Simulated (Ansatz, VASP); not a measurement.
## AgI in VASP and in Ansatz

```xyz
2
Lattice="-2.3243 2.3243 3.2908 2.3243 -2.3243 3.2908 2.3243 2.3243 -3.2908" Properties=species:S:1:pos:R:3 pbc="T T T"
Ag    2.3243    0.0000    1.6454
I     0.0000    0.0000    0.0000
```

Alike in both runs: task single point; functional r2SCAN; k mesh 8 × 8 × 8; no spin polarisation.

|  | VASP | Ansatz |
| --- | --- | --- |
| version | VASP 6.6.1 | Ansatz 0.2.0 |
| potentials or method | VASP PAW PBE potentials, release 64 (Ag, I) | plane waves, PAW |
| plane-wave cutoff (eV) | 550 | 500 |
| occupations | gaussian, width 0.01 eV | fixed |
| valence electrons in the cell | 18 | 36 |

VASP gave:

```
gap on the k mesh at the Fermi level (eV) : 1.79
pressure (GPa)                            : -0.1
```

Q: Which values does Ansatz return?

A: gap on the k mesh at the Fermi level (eV): 1.82; pressure (GPa): 0.0.

VASP's potentials were made for PBE, not for r2SCAN. VASP's potentials hold 18 valence electrons a cell and Ansatz's 36, so a difference there can come from the potentials and not from the codes.

Spin-orbit coupling is off throughout.
